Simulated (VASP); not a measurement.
Runs of VASP 6.6.1 on P5C. The structure is that of space group P6/mmm (No. 191), or close to it. The cells are those of the table. 

| task | spin | cell | k mesh | cutoff (eV) | gap on the mesh (eV) | pressure (GPa) | moment (μB) | largest force (eV/Å) |
| --- | --- | --- | --- | --- | --- | --- | --- | --- |
| single point | collinear, ferromagnetic start | a = 4.354, b = 4.354, c = 4.732 Å, angles 90.0, 90.0, 120.0°, 6 atoms | 6 × 6 × 4 | 520 | none | -0.2 | 0.00 | 0.01 |
| single point | off | a = 4.635, b = 4.635, c = 6.292 Å, angles 90.0, 90.0, 120.0°, 6 atoms | 6 × 6 × 4 | 520 | none | -13.9 | - | 1.03 |
| relaxation of cell and atoms | off | relaxed from a = 4.354, b = 4.354, c = 4.732 Å, angles 90.0, 90.0, 120.0°, 6 atoms | 12 × 12 × 8 | 600 | none | 0.0 | - | - |
| single point | collinear, ferromagnetic start | a = 4.635, b = 4.635, c = 6.292 Å, angles 90.0, 90.0, 120.0°, 6 atoms | 6 × 6 × 4 | 520 | none | (c) | 1.68 | (a) |
| single point | off | a = 4.306, b = 4.306, c = 4.803 Å, angles 90.0, 90.0, 120.0°, 6 atoms | 12 × 12 × 8 | 520 | none | -0.2 | - | (b) |

Alike in all rows: level PBE; potentials or basis VASP PAW PBE potentials, release 64 (P, C); smearing gaussian 0.1 eV.

Fill in the values left out.

(a) 1.41; (b) 0.02; (c) -12.7.

Caveats: forces of over 1 eV/Å act on the atoms, so gaps and moduli don't describe the material at rest (some runs).

A gap of «none» marks levels without a gap at the run's occupations.
